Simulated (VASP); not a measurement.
## Ni: single point with LDA

Crystal: Ni.

```
CELL_PARAMETERS angstrom
2.44802 0.00000 0.00000
-1.22401 2.12005 0.00000
0.00000 0.00000 4.07281
ATOMIC_POSITIONS crystal
Ni 0.33333 0.66667 0.25000
Ni 0.66667 0.33333 0.75000
```

```
Program                : VASP 6.6.1
Task                   : single point
Functional             : LDA
Potentials or basis    : VASP PAW LDA potentials, release 64 (Ni)
Cutoff                 : 520 eV
k mesh                 : 6 × 6 × 3
Occupations            : fermi-dirac, width 0.2 eV
Spin                   : collinear spin, ferromagnetic start
Starting moments       : [1.18, 1.18] μB
Fixed moment           : 2.2 μB
Dipole correction      : no
Further INCAR settings : ALGO = Normal; EDIFF = 1e-06; NBANDS = 21
```

- Pressure: -3.7 GPa
- Net moment: 2.20 μB per cell
- Site moments: Ni +1.07 μB
- Valence electrons inside the program's atomic spheres: Ni 9.36

Stress tensor (GPa, compression positive):
```
-0.78  0.00  0.00
 0.00 -0.78  0.00
 0.00  0.00 -9.52
```

Run time: 10 s on 1 thread of Intel(R) Xeon(R) Platinum 8259CL CPU @ 2.50GHz (Skylake/Cascade Lake) (shared host), peak memory 0.13 GiB.

Caveat: the k points lie up to 0.51 Å⁻¹ apart; the total moment is fixed, so each spin has its own Fermi level.
